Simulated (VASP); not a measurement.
Write the native input for VASP 6.6.1 that does the following.

| Item | Value |
| --- | --- |
| Task | single point |
| Functional | r2SCAN |
| Potentials or basis | VASP PAW PBE potentials, release 64 (Al, N) |
| Cutoff | 520 eV |
| k mesh | 10 × 10 × 10 |
| Occupations | gaussian, width 0.05 eV |
| Spin | no spin polarisation |
| Dipole correction | no |
| Further INCAR settings | ALGO = Normal; EDIFF = 1e-06; NBANDS = 11 |

Crystal: AlN.

```
Al N
1.0
     0.00000    2.37356    1.85138
     2.37356    0.00000    1.85138
     2.37356    2.37356    0.00000
Al N
1 1
Direct
  0.00000 0.00000 0.00000
  0.75000 0.75000 0.75000
```

This cell differs from its parent crystal: ratio of the length along z to the lengths across it x 0.78, volume and fractional coordinates fixed.

The input as run:

POSCAR

```
AlN
1.0
    0.0000000000      2.3735596765      1.8513765477
    2.3735596765      0.0000000000      1.8513765477
    2.3735596765      2.3735596765      0.0000000000
Al N
1 1
Direct
    0.0000000000      0.0000000000      0.0000000000
    0.7500000000      0.7500000000      0.7500000000
```

INCAR.step1

```
SYSTEM = AlN
ALGO = Normal ; EDIFF = 1E-4
ENCUT = 520 ; GGA = PE
ISMEAR = 0 ; LASPH = .True.
LCHARG = .False. ; LREAL = .False.
LWAVE = .True. ; NBANDS = 11
NELM = 100 ; PREC = Accurate
SIGMA = 0.05
```

INCAR.step2

```
SYSTEM = AlN
ALGO = Normal ; EDIFF = 1E-6
ENCUT = 520 ; ISIF = 2
ISMEAR = 0 ; ISTART = 1
LASPH = .True. ; LCHARG = .False.
LMIXTAU = .True. ; LREAL = .False.
LWAVE = .False. ; METAGGA = R2SCAN
NBANDS = 11 ; NELM = 100
PREC = Accurate ; SIGMA = 0.05
```

KPOINTS

```
k-points
0
Gamma
  10 10 10
  0 0 0
```

Potentials or basis: VASP PAW PBE potentials, release 64 (Al, N).

Command:

```bash
$ cat potpaw_PBE.64/Al/POTCAR potpaw_PBE.64/N/POTCAR > POTCAR
$ cp INCAR.step1 INCAR
$ mpirun -np 1 vasp_std > vasp.out
$ cp INCAR.step2 INCAR
$ mpirun -np 1 vasp_std > vasp.out
```

It gave:

```yaml
Pressure: -5.9 GPa
Band_gap_on_the_k_mesh: 3.34 eV (least direct gap 4.15 eV)
```

Caveat: the cell stands under tension; the PAW data sets were made with another functional, which shifts forces and pressure a little.

Wall time 66 s on 1 thread of Intel(R) Xeon(R) Platinum 8559C (Emerald Rapids) (shared host), peak memory 0.15 GiB.
